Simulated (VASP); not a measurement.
# Al (P6_3/mmc) in VASP: further runs, part 2 of 2

VASP 6.6.1. Earlier steps stand in the parts before.

**3. Single point, PBE**

Input file INCAR:

```
ALGO = Normal
EDIFF = 1E-6
ENCUT = 520
GGA = PE
ISIF = 2
ISMEAR = -1
LASPH = True
LCHARG = True
LELF = True
LREAL = False
LVHAR = True
LWAVE = False
NBANDS = 10
NELM = 60
PREC = Accurate
SIGMA = 0.1
```

Input file KPOINTS:

```
k-points
0
Gamma
  16 16 9
```

Input file POSCAR:

```
Al
1.0
    2.7379624482      0.0000000000      0.0000000000
   -1.3689812241      2.3711450348      0.0000000000
    0.0000000000      0.0000000000      4.4985217320
Al
2
Direct
    0.3333333333      0.6666666667      0.2500000000
    0.6666666667      0.3333333333      0.7500000000
```

Potentials or basis: VASP PAW PBE potentials, release 64 (Al).

Started as:

```bash
$ cat potpaw_PBE.64/Al/POTCAR > POTCAR
$ mpirun -np 1 vasp_std > vasp.out
```

OUTCAR:

```text
EDIFF = 1E-6
   ENCUT = 520
   GGA = PE
   ISIF = 2
   ISMEAR = -1
   LASPH = True
   LREAL = False
   NELM = 60
   PREC = Accurate

 ion  position               nearest neighbor table
   1  0.333  0.667  0.250-   2 2.75   2 2.75   2 2.75   2 2.75   2 2.75   2 2.75
   2  0.667  0.333  0.750-   1 2.75   1 2.75   1 2.75   1 2.75   1 2.75   1 2.75

  LATTYP: Found a hexagonal cell.
 ALAT       =     2.7379624482
 C/A-ratio  =     1.6430180534

  Lattice vectors:

 A1 = (   2.7379624482,   0.0000000000,   0.0000000000)
 A2 = (  -1.3689812241,   2.3711450348,   0.0000000000)
 A3 = (   0.0000000000,   0.0000000000,   4.4985217320)

Analysis of symmetry for initial positions (statically):
=====================================================================
 Subroutine PRICEL returns:
 Original cell was already a primitive cell.

 Routine SETGRP: Setting up the symmetry group for a
 hexagonal supercell.

 Subroutine GETGRP returns: Found 24 space group operations
 (whereof 12 operations were pure point group operations)
 out of a pool of 24 trial point group operations.

The static configuration has the point symmetry D_3d.
 The point group associated with its full space group is D_6h.

Analysis of symmetry for dynamics (positions and initial velocities):
=====================================================================
 Subroutine PRICEL returns:
 Original cell was already a primitive cell.

 Routine SETGRP: Setting up the symmetry group for a
 hexagonal supercell.

 Subroutine GETGRP returns: Found 24 space group operations
 (whereof 12 operations were pure point group operations)
 out of a pool of 24 trial point group operations.

The dynamic configuration has the point symmetry D_3d.
 The point group associated with its full space group is D_6h.

 Subroutine INISYM returns: Found 24 space group operations
 (whereof 12 operations are pure point group operations),
 and found     1 'primitive' translations

----------------------------------------------------------------------------------------

                                     Primitive cell

  volume of cell :      29.2049

  direct lattice vectors                    reciprocal lattice vectors
     2.737962448  0.000000000  0.000000000     0.365235104  0.210868586  0.000000000
    -1.368981224  2.371145035  0.000000000     0.000000000  0.421737171  0.000000000
     0.000000000  0.000000000  4.498521732     0.000000000  0.000000000  0.222295247

  length of vectors
     2.737962448  2.737962448  4.498521732     0.421737171  0.421737171  0.222295247

  position of ions in fractional coordinates (direct lattice)
     0.333333333  0.666666667  0.250000000
     0.666666667  0.333333333  0.750000000

  ion indices of the primitive-cell ions
   primitive index   ion index
                 1           1
                 2           2

----------------------------------------------------------------------------------------

 KPOINTS: k-points

Automatic generation of k-mesh.
 Grid dimensions read from file:
 generate k-points for:   16   16    9

 Generating k-lattice:

  Cartesian coordinates                     Fractional coordinates (reciprocal lattice)
     0.022827194  0.013179287  0.000000000     0.062500000  0.000000000  0.000000000
     0.000000000  0.026358573  0.000000000     0.000000000  0.062500000  0.000000000
     0.000000000  0.000000000  0.024699472     0.000000000  0.000000000  0.111111111

  Length of vectors
     0.026358573  0.026358573  0.024699472

  Shift w.r.t. Gamma in fractional coordinates (k-lattice)
     0.000000000  0.000000000  0.000000000

 Subroutine IBZKPT returns following result:
 ===========================================

 Found    150 irreducible k-points:

 Following reciprocal coordinates:
            Coordinates               Weight
  0.000000  0.000000  0.000000      1.000000
  0.062500  0.000000  0.000000      6.000000
  0.125000  0.000000  0.000000      6.000000
  0.187500  0.000000  0.000000      6.000000
  0.250000  0.000000  0.000000      6.000000
  0.312500  0.000000  0.000000      6.000000
[... 16 lines left out ...]
  0.187500  0.187500  0.000000      6.000000
  0.250000  0.187500  0.000000     12.000000
 [... further k-points ...]
   k-points           NKPTS =    150   k-points in BZ     NKDIM =    150   number of bands    NBANDS=     10
   number of dos      NEDOS =    301   number of ions     NIONS =      2
   total plane-waves  NPLWV =  14400
   dimension x,y,z NGX =    20 NGY =   20 NGZ =   36
   dimension x,y,z NGXF=    40 NGYF=   40 NGZF=   72
   ions per type =               2
   NGX,Y,Z   is equivalent  to a cutoff of  12.14, 12.14, 13.30 a.u.
   NGXF,Y,Z  is equivalent  to a cutoff of  24.29, 24.29, 26.61 a.u.
 SYSTEM =  unknown system
   PREC   = accura    normal or accurate (medium, high low for compatibility)
   ISTART =      0    job   : 0-new  1-cont  2-samecut
   ICHARG =      2    charge: 1-file 2-atom 10-const
   ISPIN  =      1    spin polarized calculation?
   LNONCOLLINEAR =      F non collinear calculations
   LSORBIT =      F    spin-orbit coupling
   LASPH  =      T    aspherical Exc in radial PAW
   ENCUT  =  520.0 eV  38.22 Ry    6.18 a.u.   5.09  5.09  8.36*2*pi/ulx,y,z
   NELM   =     60;   NELMIN=  2; NELMDL= -5     # of ELM steps
   EDIFF  = 0.1E-05   stopping-criterion for ELM
   LREAL  =      F    real-space projection
   EDIFFG = 0.1E-04   stopping-criterion for IOM
   NSW    =      0    number of steps for IOM
   IBRION =     -1    ionic relax: 0-MD 1-quasi-New 2-CG
   NFREE  =      0    steps in history (QN), initial steepest desc. (CG)
   ISIF   =      2    stress and relaxation
   ISYM   =      2    0-nonsym 1-usesym 2-fastsym
   POTIM  = 0.5000    time-step for ionic-motion
   TEBEG  =    0.0;   TEEND  =   0.0 temperature during run
   PSTRESS=    0.0 pullay stress
   NELECT =       6.0000    total number of electrons
   NUPDOWN=      -1.0000    fix difference up-down
   EMIN   =  10.00;   EMAX   =-10.00  energy-range for DOS
   EFERMI =   0.00;   METHOD = LEGACY
   ISMEAR =    -1;   SIGMA  =   0.10  broadening in eV -4-tet -1-fermi 0-gaus
   EFERMI_NEDOS =   21; number of points for ismear=-14 and -15
   IALGO  =     38    algorithm
   IMIX   =      4    mixing-type and parameters
     AMIX     =   0.40;   BMIX     =  1.00
     AMIX_MAG =   1.60;   BMIX_MAG =  1.00
  volume/ion in A,a.u.               =      14.60        98.54
  Fermi-wavevector in a.u.,A,eV,Ry     =   0.965992  1.825460 12.696143  0.933140
  Thomas-Fermi vector in A             =   2.095755
   LORBIT       =      0    0 simple, 1 ext, 2 COOP (PROOUT), +10 PAW based schemes
   GGA     = PE    functional components
   LHFCALC =     F    Hartree Fock is set to
   AEXX    =    0.0000 exact exchange contribution
   IVDW    =     0    specifies the selected vdW correction
   LEPSILON=     F    determine dielectric tensor
   LRPA    =     F    only Hartree local field effects (RPA)
 non-spin polarized calculation
  energy-cutoff  :      520.00
  volume of cell :       29.20
 maximum number of plane-waves:       797
   NGX = 11   NGY = 11   NGZ = 17

 number of electron       6.0000000 magnetization

 Free energy of the ion-electron system (eV)
  ---------------------------------------------------
  ext. energy  EPLUGINS =         0.00000000
  ---------------------------------------------------
  free energy    TOTEN  =        -7.29609524 eV

  energy without entropy =       -7.27266158  energy(sigma->0) =       -7.28437841

 E-fermi :   9.3597     XC(G=0): -10.6487

 val. band max:        9.3354594566   @ k =   0.3750   0.2500   0.3333
 cond. band min:       9.3821389471   @ k =   0.3750   0.0000   0.4444
 fundamental gap:      0.0466794905
 Fermi energy:         9.3597196198

 k-point     1 :       0.0000    0.0000    0.0000
  band No.  band energies     occupation
      1      -2.6730      2.00000
      2       4.2104      2.00000
      3       4.6998      2.00000
      4      21.0622      0.00000
      5      21.0622      0.00000
      6      21.0954      0.00000
      7      21.0954      0.00000
      8      21.9993      0.00000
      9      24.7070      0.00000
     10      25.0873      0.00000
[... 287 lines left out ...]
 k-point    24 :       0.2500    0.1875    0.0000
  band No.  band energies     occupation
      1       1.0708      2.00000
      2       7.7067      2.00000
      3       7.7400      2.00000
      4       9.3169      1.21107
      5      10.7951      0.00000
      6      15.2235      0.00000
      7      16.2319      0.00000
      8      17.1327      0.00000
      9      18.0552      0.00000
     10      23.9870      0.00000

 [... further k-points ...]
[... 5 lines left out ...]
  --------------------------------------------------------------------------------------
  -------------------------------------------------------------------------------------
  Total        2.3715180      2.3715180      2.3713272      0.0000000      0.0000000      0.0000000
  in kB      130.1012848    130.1012848    130.0908127      0.0000000      0.0000000      0.0000000
  external PRESSURE =     130.0977941 kB  Pullay stress =       0.0000000 kB

 VOLUME and BASIS-vectors are now :
 -----------------------------------------------------------------------------
  energy-cutoff  :      520.00
  volume of cell :       29.20
      direct lattice vectors                 reciprocal lattice vectors
     2.737962448  0.000000000  0.000000000     0.365235104  0.210868586  0.000000000
    -1.368981224  2.371145035  0.000000000     0.000000000  0.421737171  0.000000000
     0.000000000  0.000000000  4.498521732     0.000000000  0.000000000  0.222295247

 POSITION                                       TOTAL-FORCE (eV/Angst)
 -----------------------------------------------------------------------------------
     -0.00000      1.58076      1.12463        -0.000000      0.000000      0.000000
      1.36898      0.79038      3.37389         0.000000     -0.000000      0.000000
 -----------------------------------------------------------------------------------
    total drift:                                0.000000     -0.000000     -0.000000

  FREE ENERGIE OF THE ION-ELECTRON SYSTEM (eV)
  ---------------------------------------------------
  free  energy   TOTEN  =        -7.2960952403 eV

  energy  without entropy=       -7.2726615827  energy(sigma->0) =       -7.28437841
```

stdout:

```text
POSCAR found type information on POSCAR Al
 POSCAR found :  1 types and       2 ions
 scaLAPACK will be used
 LDA part: xc-table for (Slater+PW92), standard interpolation
 POSCAR, INCAR and KPOINTS ok, starting setup
 FFT: planning ... GRIDC
 FFT: planning ... GRID_SOFT
 FFT: planning ... GRID
 WAVECAR not read
 entering main loop
```

Run time: 11 s. Hardware: 1 thread of Intel Xeon 6975P-C (Granite Rapids), shared host; peak memory 0.15 GiB.

Results:

```
Free energy            : -7.2961 eV
Pressure               : 13.0 GPa
Band gap on the k mesh : zero (band 3 reaches 12.75 eV, above the bottom of band 4 at 6.14 eV)
```

Levels at points of the mesh, in eV from the Fermi level:
| k point | band 1 | band 2 | band 3 | band 4 | band 5 | band 6 |
| --- | --- | --- | --- | --- | --- | --- |
| (0.00, 0.00, 0.00) | -12.03 | -5.15 | -4.66 | 11.70 | 11.70 | 11.74 |
| (0.50, 0.00, 0.00) | -5.65 | -5.62 | 0.57 | 1.29 | 1.30 | 1.98 |

**4. Single point, PBE**

This run uses another cell than the first one: it holds 4 atoms, not 2.

Input file INCAR:

```
SYSTEM = Al
PREC     = Accurate       ! precision mode
ENCUT    = 520            ! plane-wave cutoff, eV
EDIFF    = 1E-6           ! SCF threshold, eV
ISMEAR   = -1             ! smearing method
SIGMA    = 0.1            ! smearing width, eV
LREAL    = .FALSE.        ! projectors in reciprocal space
LASPH    = .TRUE.         ! aspherical terms in the spheres
NELM     = 100            ! most SCF steps
ALGO     = Normal         ! electronic algorithm
ISIF     = 2              ! what is computed and relaxed
LWAVE    = .FALSE.        ! write WAVECAR
LCHARG   = .TRUE.         ! write CHGCAR
GGA      = PE             ! functional
LELF     = .TRUE.         ! ELF
LVHAR    = .TRUE.       
NBANDS   = 14             ! bands
```

Input file KPOINTS:

```
regular mesh
0
G
  13 13 4
  0 0 0
```

Input file POSCAR:

```
Al
1.0
    2.7392714305      0.0000000000      0.0000000000
   -1.3696357153      2.3722786467      0.0000000000
    0.0000000000      0.0000000000      8.9735112819
Al
4
Direct
    0.0000000000      0.0000000000      0.0000000000
    0.0000000000      0.0000000000      0.5000000000
    0.3333333333      0.6666666667      0.2500000000
    0.6666666667      0.3333333333      0.7500000000
```

Potentials or basis: VASP PAW PBE potentials, release 64 (Al).

Started as:

```bash
$ cat potpaw_PBE.64/Al/POTCAR > POTCAR
$ mpirun -np 1 vasp_std > vasp.out
```

OUTCAR:

```text
SYSTEM = Al
   PREC = Accurate
   ENCUT = 520
   EDIFF = 1E-6
   ISMEAR = -1
   LREAL = .FALSE.
   LASPH = .TRUE.
   NELM = 100
   ISIF = 2
   GGA = PE

 ion  position               nearest neighbor table
   1  0.000  0.000  0.000-   3 2.74   4 2.74   4 2.74   3 2.74   4 2.74   3 2.74
   2  0.000  0.000  0.500-   3 2.74   4 2.74   4 2.74   3 2.74   4 2.74   3 2.74
   3  0.333  0.667  0.250-   1 2.74   2 2.74   1 2.74   2 2.74   1 2.74   2 2.74
   4  0.667  0.333  0.750-   1 2.74   2 2.74   1 2.74   2 2.74   1 2.74   2 2.74

  LATTYP: Found a hexagonal cell.
 ALAT       =     2.7392714305
 C/A-ratio  =     3.2758751769

  Lattice vectors:

 A1 = (   2.7392714305,   0.0000000000,   0.0000000000)
 A2 = (  -1.3696357153,   2.3722786467,   0.0000000000)
 A3 = (   0.0000000000,   0.0000000000,   8.9735112819)

Analysis of symmetry for initial positions (statically):
=====================================================================
 Subroutine PRICEL returns:
 Original cell was already a primitive cell.

 Routine SETGRP: Setting up the symmetry group for a
 hexagonal supercell.

 Subroutine GETGRP returns: Found 24 space group operations
 (whereof 12 operations were pure point group operations)
 out of a pool of 24 trial point group operations.

The static configuration has the point symmetry D_3d.
 The point group associated with its full space group is D_6h.

Analysis of symmetry for dynamics (positions and initial velocities):
=====================================================================
 Subroutine PRICEL returns:
 Original cell was already a primitive cell.

 Routine SETGRP: Setting up the symmetry group for a
 hexagonal supercell.

 Subroutine GETGRP returns: Found 24 space group operations
 (whereof 12 operations were pure point group operations)
 out of a pool of 24 trial point group operations.

The dynamic configuration has the point symmetry D_3d.
 The point group associated with its full space group is D_6h.

 Subroutine INISYM returns: Found 24 space group operations
[... 126 lines left out ...]
   GGA     = PE    functional components
   LHFCALC =     F    Hartree Fock is set to
   AEXX    =    0.0000 exact exchange contribution
   IVDW    =     0    specifies the selected vdW correction
   LEPSILON=     F    determine dielectric tensor
   LRPA    =     F    only Hartree local field effects (RPA)
 non-spin polarized calculation
  energy-cutoff  :      520.00
  volume of cell :       58.31
 maximum number of plane-waves:      1586
   NGX = 11   NGY = 11   NGZ = 33

 number of electron      12.0000000 magnetization

 Free energy of the ion-electron system (eV)
  ---------------------------------------------------
  ext. energy  EPLUGINS =         0.00000000
  ---------------------------------------------------
  free energy    TOTEN  =       -14.67584532 eV

  energy without entropy =      -14.63362150  energy(sigma->0) =      -14.65473341

 E-fermi :   9.3320     XC(G=0): -10.6540

 val. band max:        9.2724253954   @ k =   0.3077   0.2308   0.2500
 cond. band min:       9.3336131556   @ k =   0.1538   0.0769   0.5000
 fundamental gap:      0.0611877603
 Fermi energy:         9.3320070462

 k-point     1 :       0.0000    0.0000    0.0000
  band No.  band energies     occupation
      1      -2.6649      2.00000
      2      -0.8452      2.00000
      3      -0.8365      2.00000
      4       4.2392      2.00000
      5       4.7591      2.00000
      6      12.9847      0.00000
      7      13.0009      0.00000
      8      21.0504      0.00000
      9      21.0504      0.00000
     10      21.0797      0.00000
     11      21.0797      0.00000
     12      21.9976      0.00000
     13      21.9995      0.00000
     14      22.0856      0.00000
[... 377 lines left out ...]
      1      -1.9300      2.00000
      2      -1.0201      2.00000
      3       0.7798      2.00000
      4       3.4247      2.00000
      5       6.9333      2.00000
      6      11.1168      0.00000
      7      15.1732      0.00000
      8      15.9823      0.00000
      9      16.4143      0.00000
     10      17.7086      0.00000
     11      18.3116      0.00000
     12      19.0715      0.00000
     13      19.3280      0.00000
     14      20.4067      0.00000

 [... further k-points ...]
[... 5 lines left out ...]
  --------------------------------------------------------------------------------------
  -------------------------------------------------------------------------------------
  Total        4.7201343      4.7201343      4.7280234     -0.0000000      0.0000000      0.0000000
  in kB      129.6885857    129.6885857    129.9053458     -0.0000000      0.0000000      0.0000000
  external PRESSURE =     129.7608391 kB  Pullay stress =       0.0000000 kB

 VOLUME and BASIS-vectors are now :
 -----------------------------------------------------------------------------
  energy-cutoff  :      520.00
  volume of cell :       58.31
      direct lattice vectors                 reciprocal lattice vectors
     2.739271431  0.000000000  0.000000000     0.365060574  0.210767821  0.000000000
    -1.369635715  2.372278647  0.000000000     0.000000000  0.421535641  0.000000000
     0.000000000  0.000000000  8.973511282     0.000000000  0.000000000  0.111439098

 POSITION                                       TOTAL-FORCE (eV/Angst)
 -----------------------------------------------------------------------------------
      0.00000      0.00000      0.00000         0.000000      0.000000     -0.000000
      0.00000      0.00000      4.48676         0.000000      0.000000     -0.000000
     -0.00000      1.58152      2.24338        -0.000000     -0.000000      0.000000
      1.36964      0.79076      6.73013         0.000000      0.000000     -0.000000
 -----------------------------------------------------------------------------------
    total drift:                               -0.000000      0.000000     -0.000000

  FREE ENERGIE OF THE ION-ELECTRON SYSTEM (eV)
  ---------------------------------------------------
  free  energy   TOTEN  =       -14.6758453239 eV

  energy  without entropy=      -14.6336214993  energy(sigma->0) =      -14.65473341
```

Wall time 14 s (1 thread of Intel Xeon 6975P-C (Granite Rapids), shared host); peak memory 0.17 GiB.

Results:

| Item | Value |
| --- | --- |
| Free energy | -14.6758 eV |
| Pressure | 13.0 GPa |
| Band gap on the k mesh | zero (band 6 reaches 13.37 eV, above the bottom of band 7 at 7.97 eV) |

**5. Single point, PBE**

This run uses another cell than the first one: it holds 4 atoms, not 2.

Input file INCAR:

```
PREC = Accurate
ENCUT = 520
EDIFF = 1E-6
ISMEAR = -1
SIGMA = 0.1
LREAL = F
LASPH = T
NELM = 80
ALGO = Normal
ISIF = 2
LWAVE = F
LCHARG = T
GGA = PE
LELF = T
LVHAR = T
NBANDS = 14
```

Input file KPOINTS:

```
regular mesh
0
Gamma
  13 13 4
```

POSCAR, as its differences from that of step 4:

```diff
@@ -3,3 +3,3 @@
     2.7392714305      0.0000000000      0.0000000000
-   -1.3696357153      2.3722786467      0.0000000000
+   -1.3696357152      2.3722786467      0.0000000000
     0.0000000000      0.0000000000      8.9735112819
```

Started as:

```bash
$ cat potpaw_PBE.64/Al/POTCAR > POTCAR
$ mpirun -np 1 vasp_std > vasp.out
```

Wall time 14 s (1 thread of Intel Xeon 6975P-C (Granite Rapids), shared host); peak memory 0.18 GiB.

It converged, with:

```yaml
Free_energy: -14.6758 eV
Pressure: 13.0 GPa
Band_gap_on_the_k_mesh: zero (band 6 reaches 13.37 eV, above the bottom of band 7 at 7.97 eV)
```

Levels at points of the mesh, in eV from the Fermi level:
| k point | band 4 | band 5 | band 6 | band 7 | band 8 | band 9 |
| --- | --- | --- | --- | --- | --- | --- |
| (0.00, 0.00, 0.00) | -5.09 | -4.57 | 3.65 | 3.67 | 11.72 | 11.72 |
| (0.00, 0.00, 0.50) | -7.93 | -0.94 | -0.94 | 8.85 | 8.85 | 12.00 |
